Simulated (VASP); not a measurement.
# Al (Fm-3m) in VASP: notebook, part 2 of 2

VASP 6.6.1. Earlier steps stand in the parts before.

### Step 4. Single point, PBEsol (15.70 Å³/atom)

This run uses another cell than the first one, of 15.70 Å³/atom.

INCAR

```
SYSTEM = Al
ALGO = Normal
EDIFF = 1E-6
ENCUT = 500
GGA = PS
GGA_COMPAT = .False.
ISIF = 2
ISMEAR = 0
LASPH = .True.
LCHARG = .False.
LREAL = .False.
LWAVE = .False.
NBANDS = 8
NELM = 120
PREC = Accurate
SIGMA = 0.1
```

KPOINTS

```
k-points
0
Gamma
  18 18 18
  0 0 0
```

POSCAR

```
Al
1.0
    0.0000000000      1.9872793770      1.9872793770
    1.9872793770      0.0000000000      1.9872793770
    1.9872793770      1.9872793770      0.0000000000
Al
1
Direct
    0.0000000000      0.0000000000      0.0000000000
```

Potentials or basis: VASP PAW PBE potentials, release 64 (Al).

The run is started by

```sh
$ cat potpaw_PBE.64/Al/POTCAR > POTCAR
$ mpirun -np 1 vasp_std > vasp.out
```

OUTCAR:

```text
SYSTEM = Al
   EDIFF = 1E-6
   ENCUT = 500
   GGA = PS
   ISIF = 2
   ISMEAR = 0
   LASPH = .True.
   LREAL = .False.
   NELM = 120
   PREC = Accurate

 ion  position               nearest neighbor table
   1  0.000  0.000  0.000-

  LATTYP: Found a face centered cubic cell.
 ALAT       =     3.9745587540

  Lattice vectors:

 A1 = (   0.0000000000,   1.9872793770,   1.9872793770)
 A2 = (   1.9872793770,   0.0000000000,   1.9872793770)
[... 442 lines left out ...]
      7      24.3539      0.00000
      8      26.5939      0.00000

 [... further k-points ...]

------------------------ aborting loop because EDIFF is reached ----------------------------------------

  FORCE on cell =-STRESS in cart. coord.  units (eV):
  Direction    XX          YY          ZZ          XY          YZ          ZX
  --------------------------------------------------------------------------------------
  -------------------------------------------------------------------------------------
  Total        0.2645085      0.2645085      0.2645085      0.0000000      0.0000000      0.0000000
  in kB       26.9987329     26.9987329     26.9987329      0.0000000      0.0000000      0.0000000
  external PRESSURE =      26.9987329 kB  Pullay stress =       0.0000000 kB

 VOLUME and BASIS-vectors are now :
 -----------------------------------------------------------------------------
  energy-cutoff  :      500.00
  volume of cell :       15.70
      direct lattice vectors                 reciprocal lattice vectors
     0.000000000  1.987279377  1.987279377    -0.251600256  0.251600256  0.251600256
     1.987279377  0.000000000  1.987279377     0.251600256 -0.251600256  0.251600256
     1.987279377  1.987279377  0.000000000     0.251600256  0.251600256 -0.251600256

 POSITION                                       TOTAL-FORCE (eV/Angst)
 -----------------------------------------------------------------------------------
      0.00000      0.00000      0.00000         0.000000      0.000000      0.000000
 -----------------------------------------------------------------------------------
    total drift:                               -0.000000     -0.000000     -0.000000

  FREE ENERGIE OF THE ION-ELECTRON SYSTEM (eV)
  ---------------------------------------------------
  free  energy   TOTEN  =        -4.0865843067 eV

  energy  without entropy=       -4.0836815794  energy(sigma->0) =       -4.08513294
```

stdout:

```text
POSCAR found type information on POSCAR Al
 POSCAR found :  1 types and       1 ions
 scaLAPACK will be used
 -----------------------------------------------------------------------------
|                                                                             |
|                                                                             |
|     You enforced a specific xc type in the INCAR file but a different       |
|     I HOPE YOU KNOW WHAT YOU ARE DOING!                                     |
|                                                                             |
 -----------------------------------------------------------------------------

 LDA part: xc-table for (Slater+PW92), standard interpolation
 POSCAR, INCAR and KPOINTS ok, starting setup
 FFT: planning ... GRIDC
 FFT: planning ... GRID_SOFT
 FFT: planning ... GRID
 WAVECAR not read
 entering main loop
```

Run time: 8 s. Hardware: 1 thread of AMD EPYC 9R45 (Zen 5), shared host; peak memory 0.1 GiB.

Results:

- Free energy: -4.0866 eV
- Pressure: 2.7 GPa
- Band gap on the k mesh: zero (an odd number of electrons rules out a gap without spin polarisation)

Caveat: the PAW data sets were made with another functional, which shifts forces and pressure a little.

### Step 5. Single point, PBEsol (16.67 Å³/atom)

This run uses another cell than the first one, of 16.67 Å³/atom.

INCAR

```
SYSTEM = Al
ALGO = Normal
EDIFF = 1E-6
ENCUT = 500
GGA = PS
GGA_COMPAT = .FALSE.
ISIF = 2
ISMEAR = 0
LASPH = .TRUE.
LCHARG = .TRUE.
LELF = .TRUE.
LREAL = .FALSE.
LVHAR = .TRUE.
LWAVE = .FALSE.
NBANDS = 8
NELM = 120
PREC = Accurate
SIGMA = 0.1
```

KPOINTS

```
k-points
0
G
  18 18 18
  0 0 0
```

POSCAR

```
Al
1.0
    0.0000000000      2.0274372546      2.0274372546
    2.0274372546      0.0000000000      2.0274372546
    2.0274372546      2.0274372546      0.0000000000
Al
1
Direct
    0.0000000000      0.0000000000      0.0000000000
```

The run is started by

```sh
$ cat potpaw_PBE.64/Al/POTCAR > POTCAR
$ mpirun -np 1 vasp_std > vasp.out
```

Wall time 12 s (1 thread of AMD EPYC 9R45 (Zen 5), shared host); peak memory 0.11 GiB.

Results (log left out):

- Free energy: -4.0874 eV
- Pressure: -2.2 GPa
- Band gap on the k mesh: zero (an odd number of electrons rules out a gap without spin polarisation)

Levels at points of the mesh, in eV from the Fermi level:
| k point | band 1 | band 2 | band 3 | band 4 | band 5 | band 6 |
| --- | --- | --- | --- | --- | --- | --- |
| (0.00, 0.00, 0.00) | -11.05 | 12.55 | 12.55 | 12.55 | 13.97 | 13.97 |
| (0.50, 0.00, 0.00) | -4.54 | -4.35 | 11.30 | 11.30 | 11.40 | 11.40 |
| (0.50, 0.50, 0.00) | -2.88 | -1.59 | 5.26 | 5.55 | 5.55 | 8.97 |

Caveat: the PAW data sets were made with another functional, which shifts forces and pressure a little.

### Step 6. Overview

```tsv
cell	gap on the mesh (eV)	pressure (GPa)
a = 2.751 Å, angles 60.0°, 1 atom	none	9.6
a = 2.781 Å, angles 60.0°, 1 atom	none	5.8
a = 2.810 Å, angles 60.0°, 1 atom	none	2.7
a = 2.867 Å, angles 60.0°, 1 atom	none	-2.2
```

Alike in all rows: task single point; level PBEsol; potentials or basis VASP PAW PBE potentials, release 64 (Al); no spin polarisation; k mesh 18 × 18 × 18; cutoff (eV) 500; smearing gaussian 0.1 eV.

Caveats: the PAW data sets were made with another functional, which shifts forces and pressure a little; the cell stands under pressure (at least some runs).

Absolute energies hang on the potentials; compare differences alone.
